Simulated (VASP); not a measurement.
# Ni (Fm-3m) in VASP: a series of runs

Runs on Ni. Level: LDA+U. Tasks: single point.

Program: VASP 6.6.1. These are calculated values, not measurements. Logs are shortened: lines on timing, memory, paths and dates and some standing lists are left out, and cuts for length are marked.

### Step 1. The cell of the first run

The structure is cubic, space group Fm-3m (No. 225). Conventional cell: a = 3.562 Å, b = 3.562 Å, c = 3.562 Å, α = 90.00°, β = 90.00°, γ = 90.00°. Within 3.3 Å of Ni (site symmetry m-3m) lie 12 Ni at 2.52 Å.

### Step 2. Single point, LDA+U, collinear spin, ferromagnetic start

The input, INCAR:

```
SYSTEM = Ni
ALGO     = Normal         ! electronic algorithm
EDIFF    = 1E-6           ! SCF threshold, eV
ENCUT    = 520            ! plane-wave cutoff, eV
GGA      = CA             ! functional
ISIF     = 2              ! what is computed and relaxed
ISMEAR   = 0              ! smearing method
ISPIN    = 2              ! spin polarisation
LASPH    = .TRUE.         ! aspherical terms in the spheres
LCHARG   = .FALSE.        ! write CHGCAR
LDAU     = .TRUE.         ! DFT+U
LDAUJ    = 0            
LDAUL    = 2              ! shell
LDAUPRINT= 1            
LDAUTYPE = 2            
LDAUU    = 4.2            ! U, eV
LMAXMIX  = 4              ! l up to which the mixer works
LORBIT   = 11             ! projections on sites
LREAL    = .FALSE.        ! projectors in reciprocal space
LWAVE    = .FALSE.        ! write WAVECAR
MAGMOM   = 0.97           ! initial moments
NBANDS   = 15             ! bands
NELM     = 150            ! most SCF steps
NUPDOWN  = 0.97           ! fixed moment
PREC     = Accurate       ! precision mode
SIGMA    = 0.05           ! smearing width, eV
```

The input, KPOINTS:

```
k-points
0
G
  15 15 15
  0 0 0
```

The input, POSCAR:

```
Ni
1.0
    0.0000000000      1.7810000000      1.7810000000
    1.7810000000      0.0000000000      1.7810000000
    1.7810000000      1.7810000000      0.0000000000
Ni
1
Direct
    0.0000000000      0.0000000000      0.0000000000
```

Potentials or basis: VASP PAW LDA potentials, release 64 (Ni).

Run with:

```sh
$ cat potpaw_LDA.64/Ni/POTCAR > POTCAR
$ mpirun -np 1 vasp_std > vasp.out
```

OUTCAR:

```text
SYSTEM = Ni
   EDIFF = 1E-6
   ENCUT = 520
   GGA = CA
   ISIF = 2
   ISMEAR = 0
   ISPIN = 2
   LASPH = .TRUE.
   LORBIT = 11
   LREAL = .FALSE.
   NELM = 150
   NUPDOWN = 0.97
   PREC = Accurate

 ion  position               nearest neighbor table
   1  0.000  0.000  0.000-

  LATTYP: Found a face centered cubic cell.
 ALAT       =     3.5620000000

  Lattice vectors:

 A1 = (   0.0000000000,   1.7810000000,   1.7810000000)
 A2 = (   1.7810000000,   0.0000000000,   1.7810000000)
 A3 = (   1.7810000000,   1.7810000000,   0.0000000000)

Analysis of symmetry for initial positions (statically):
=====================================================================
 Subroutine PRICEL returns:
 Original cell was already a primitive cell.

 Routine SETGRP: Setting up the symmetry group for a
 face centered cubic supercell.

 Subroutine GETGRP returns: Found 48 space group operations
 (whereof 48 operations were pure point group operations)
 out of a pool of 48 trial point group operations.

The static configuration has the point symmetry O_h .

Analysis of symmetry for dynamics (positions and initial velocities):
=====================================================================
 Subroutine PRICEL returns:
 Original cell was already a primitive cell.

 Routine SETGRP: Setting up the symmetry group for a
 face centered cubic supercell.

 Subroutine GETGRP returns: Found 48 space group operations
 (whereof 48 operations were pure point group operations)
 out of a pool of 48 trial point group operations.

The dynamic configuration has the point symmetry O_h .

Analysis of structural, dynamic, and magnetic symmetry:
=====================================================================
 Subroutine PRICEL returns:
 Original cell was already a primitive cell.

 Routine SETGRP: Setting up the symmetry group for a
 face centered cubic supercell.

 Subroutine GETGRP returns: Found 48 space group operations
 (whereof 48 operations were pure point group operations)
 out of a pool of 48 trial point group operations.

The overall configuration has the point symmetry O_h .

 Subroutine INISYM returns: Found 48 space group operations
 (whereof 48 operations are pure point group operations),
 and found     1 'primitive' translations

----------------------------------------------------------------------------------------

                                     Primitive cell

  volume of cell :      11.2985

  direct lattice vectors                    reciprocal lattice vectors
     0.000000000  1.781000000  1.781000000    -0.280741157  0.280741157  0.280741157
     1.781000000  0.000000000  1.781000000     0.280741157 -0.280741157  0.280741157
     1.781000000  1.781000000  0.000000000     0.280741157  0.280741157 -0.280741157

  length of vectors
     2.518714355  2.518714355  2.518714355     0.486257947  0.486257947  0.486257947

  position of ions in fractional coordinates (direct lattice)
     0.000000000  0.000000000  0.000000000

  ion indices of the primitive-cell ions
   primitive index   ion index
                 1           1

----------------------------------------------------------------------------------------

 KPOINTS: k-points

Automatic generation of k-mesh.
 Grid dimensions read from file:
 generate k-points for:   15   15   15

 Generating k-lattice:

  Cartesian coordinates                     Fractional coordinates (reciprocal lattice)
[... 46 lines left out ...]
   dimension x,y,z NGXF=    40 NGYF=   40 NGZF=   40
   ions per type =               1
   NGX,Y,Z   is equivalent  to a cutoff of  13.20, 13.20, 13.20 a.u.
   NGXF,Y,Z  is equivalent  to a cutoff of  26.40, 26.40, 26.40 a.u.
 SYSTEM =  Ni
   PREC   = accura    normal or accurate (medium, high low for compatibility)
   ISTART =      0    job   : 0-new  1-cont  2-samecut
   ICHARG =      2    charge: 1-file 2-atom 10-const
   ISPIN  =      2    spin polarized calculation?
   LNONCOLLINEAR =      F non collinear calculations
   LSORBIT =      F    spin-orbit coupling
   LASPH  =      T    aspherical Exc in radial PAW
   ENCUT  =  520.0 eV  38.22 Ry    6.18 a.u.   4.68  4.68  4.68*2*pi/ulx,y,z
   NELM   =    150;   NELMIN=  2; NELMDL= -5     # of ELM steps
   EDIFF  = 0.1E-05   stopping-criterion for ELM
   LREAL  =      F    real-space projection
[... 7 lines left out ...]
   TEBEG  =    0.0;   TEEND  =   0.0 temperature during run
   PSTRESS=    0.0 pullay stress
   NELECT =      10.0000    total number of electrons
   NUPDOWN=       0.9700    fix difference up-down
   EMIN   =  10.00;   EMAX   =-10.00  energy-range for DOS
   EFERMI =   0.00;   METHOD = LEGACY
   ISMEAR =     0;   SIGMA  =   0.05  broadening in eV -4-tet -1-fermi 0-gaus
   EFERMI_NEDOS =   21; number of points for ismear=-14 and -15
   IALGO  =     38    algorithm
   IMIX   =      4    mixing-type and parameters
     AMIX     =   0.40;   BMIX     =  1.00
     AMIX_MAG =   1.60;   BMIX_MAG =  1.00
  volume/ion in A,a.u.               =      11.30        76.25
  Fermi-wavevector in a.u.,A,eV,Ry     =   1.571813  2.970296 33.614506  2.470597
  Thomas-Fermi vector in A             =   2.673341
   LORBIT       =     11    0 simple, 1 ext, 2 COOP (PROOUT), +10 PAW based schemes
 LDA+U is selected, type is set to LDAUTYPE =  2
   angular momentum for each species LDAUL =     2
   U (eV)           for each species LDAUU =   4.2
   J (eV)           for each species LDAUJ =   0.0
   GGA     = CA    functional components
   LHFCALC =     F    Hartree Fock is set to
   AEXX    =    0.0000 exact exchange contribution
   IVDW    =     0    specifies the selected vdW correction
   LEPSILON=     F    determine dielectric tensor
   LRPA    =     F    only Hartree local field effects (RPA)
 spin polarized calculation
 Gauss-broadening in eV      SIGMA  =   0.05
  energy-cutoff  :      520.00
  volume of cell :       11.30
 maximum number of plane-waves:       322
   NGX =  9   NGY =  9   NGZ =  9

atom =   1  type =  1  l = 2

 onsite density matrix

spin component  1

  0.9395 -0.0000 -0.0000 -0.0000  0.0000
 -0.0000  0.9395  0.0000  0.0000  0.0000
 -0.0000  0.0000  0.9472 -0.0000  0.0000
 -0.0000  0.0000 -0.0000  0.9395 -0.0000
  0.0000  0.0000  0.0000 -0.0000  0.9472

spin component  2

  0.6432  0.0000  0.0000 -0.0000 -0.0000
  0.0000  0.6432 -0.0000 -0.0000 -0.0000
  0.0000 -0.0000  0.9009 -0.0000 -0.0000
 -0.0000 -0.0000 -0.0000  0.6432  0.0000
 -0.0000 -0.0000 -0.0000  0.0000  0.9009

 occupancies and eigenvectors

  o =  0.6432  v =  0.0000  0.0000  0.0000  0.0000  0.0000  0.0000  0.9983 -0.0000 -0.0585 -0.0000      0.0000  0.0000  0.0000  0.0000  0.0000  0.0000  0.0000  0.0000  0.0000  0.0000
  o =  0.6432  v =  0.0000  0.0000  0.0000  0.0000  0.0000  1.0000  0.0000  0.0000  0.0000  0.0000      0.0000  0.0000  0.0000  0.0000  0.0000  0.0000  0.0000  0.0000  0.0000  0.0000
  o =  0.6432  v =  0.0000  0.0000  0.0000  0.0000  0.0000  0.0000 -0.0585  0.0000 -0.9983 -0.0000      0.0000  0.0000  0.0000  0.0000  0.0000  0.0000  0.0000  0.0000  0.0000  0.0000
  o =  0.9009  v =  0.0000  0.0000  0.0000  0.0000  0.0000  0.0000  0.0000  0.0438 -0.0000  0.9990      0.0000  0.0000  0.0000  0.0000  0.0000  0.0000  0.0000  0.0000  0.0000  0.0000
  o =  0.9009  v =  0.0000  0.0000  0.0000  0.0000  0.0000  0.0000 -0.0000  0.9990  0.0000 -0.0438      0.0000  0.0000  0.0000  0.0000  0.0000  0.0000  0.0000  0.0000  0.0000  0.0000
  o =  0.9395  v =  0.0000  0.9438  0.0000 -0.3306  0.0000  0.0000  0.0000  0.0000  0.0000  0.0000      0.0000  0.0000  0.0000  0.0000  0.0000  0.0000  0.0000  0.0000  0.0000  0.0000
  o =  0.9395  v =  0.0000  0.3306 -0.0000  0.9438 -0.0000  0.0000  0.0000  0.0000  0.0000  0.0000      0.0000  0.0000  0.0000  0.0000  0.0000  0.0000  0.0000  0.0000  0.0000  0.0000
  o =  0.9395  v =  1.0000  0.0000  0.0000  0.0000  0.0000  0.0000  0.0000  0.0000  0.0000  0.0000      0.0000  0.0000  0.0000  0.0000  0.0000  0.0000  0.0000  0.0000  0.0000  0.0000
  o =  0.9472  v =  0.0000 -0.0000 -0.0071  0.0000  1.0000  0.0000  0.0000  0.0000  0.0000  0.0000      0.0000  0.0000  0.0000  0.0000  0.0000  0.0000  0.0000  0.0000  0.0000  0.0000
  o =  0.9472  v =  0.0000 -0.0000  1.0000  0.0000  0.0071  0.0000  0.0000  0.0000  0.0000  0.0000      0.0000  0.0000  0.0000  0.0000  0.0000  0.0000  0.0000  0.0000  0.0000  0.0000

 number of electron      10.0000003 magnetization       0.9700001

 Free energy of the ion-electron system (eV)
  ---------------------------------------------------
  ext. energy  EPLUGINS =         0.00000000
  ---------------------------------------------------
  free energy    TOTEN  =        -3.80880537 eV

  energy without entropy =       -3.80791652  energy(sigma->0) =       -3.80836095

 E-fermi :   7.9782     XC(G=0): -13.3478

 val. band max:        8.8957285377   @ k =   0.4667   0.2000   0.0000
 cond. band min:       8.0061793862   @ k =   0.3333   0.2667   0.0000
 fundamental gap:     -0.8895491516
 Fermi energy:         9.0587812398

 spin component 1

 k-point     1 :       0.0000    0.0000    0.0000
  band No.  band energies     occupation
      1      -0.2533      1.00000
      2       4.4447      1.00000
      3       4.4447      1.00000
      4       4.4447      1.00000
      5       5.6716      1.00000
      6       5.6716      1.00000
      7      31.9201      0.00000
      8      35.4061      0.00000
      9      35.4061      0.00000
     10      35.4061      0.00000
     11      35.6168      0.00000
     12      35.6168      0.00000
[... 841 lines left out ...]
      4       6.7026      1.00000
      5       7.1275      1.00000
      6       7.1762      1.00000
      7      27.6975      0.00000
      8      30.1558      0.00000
      9      30.5916      0.00000
     10      32.5974      0.00000
     11      36.9335      0.00000
     12      41.3353      0.00000
     13      43.0978      0.00000
     14      43.7358      0.00000
     15      47.0471      0.00000

 [... further k-points ...]
[... 5 lines left out ...]
  --------------------------------------------------------------------------------------
  -------------------------------------------------------------------------------------
  Total       -1.7715701     -1.7715701     -1.7715701     -0.0000000     -0.0000000      0.0000000
  in kB     -251.2159237   -251.2159237   -251.2159237     -0.0000000     -0.0000000      0.0000000
  external PRESSURE =    -251.2159237 kB  Pullay stress =       0.0000000 kB

 VOLUME and BASIS-vectors are now :
 -----------------------------------------------------------------------------
  energy-cutoff  :      520.00
  volume of cell :       11.30
      direct lattice vectors                 reciprocal lattice vectors
     0.000000000  1.781000000  1.781000000    -0.280741157  0.280741157  0.280741157
     1.781000000  0.000000000  1.781000000     0.280741157 -0.280741157  0.280741157
     1.781000000  1.781000000  0.000000000     0.280741157  0.280741157 -0.280741157

 POSITION                                       TOTAL-FORCE (eV/Angst)
 -----------------------------------------------------------------------------------
      0.00000      0.00000      0.00000         0.000000      0.000000      0.000000
 -----------------------------------------------------------------------------------
    total drift:                                0.000000      0.000000      0.000000

  FREE ENERGIE OF THE ION-ELECTRON SYSTEM (eV)
  ---------------------------------------------------
  free  energy   TOTEN  =        -3.8088053664 eV

  energy  without entropy=       -3.8079165245  energy(sigma->0) =       -3.80836095

 total charge

# of ion       s       p       d       tot
------------------------------------------
    1        0.482   0.437   8.417   9.336

 magnetization (x)

# of ion       s       p       d       tot
------------------------------------------
    1        0.003  -0.005   0.983   0.982
```

It took 28 s on 1 thread of Intel Xeon Platinum 8488C (Sapphire Rapids), shared host; peak memory 0.14 GiB.

Results:

* Free energy: -3.8088 eV
* Pressure: -25.1 GPa
* Net moment: 0.97 μB per cell
* Site moments: Ni +0.98 μB
* Valence electrons inside the program's atomic spheres: Ni 9.34

Eigenvalues of the final occupation matrices:
```tsv
site	spin	trace	eigenvalues
site 1 d	1	4.71	0.94 0.94 0.94 0.95 0.95
site 1 d	2	3.73	0.64 0.64 0.64 0.90 0.90
```

Caveat: the total moment is fixed, so each spin has its own Fermi level; the U is typed as a test and isn't derived for this compound.

[end of part 1 of 2]
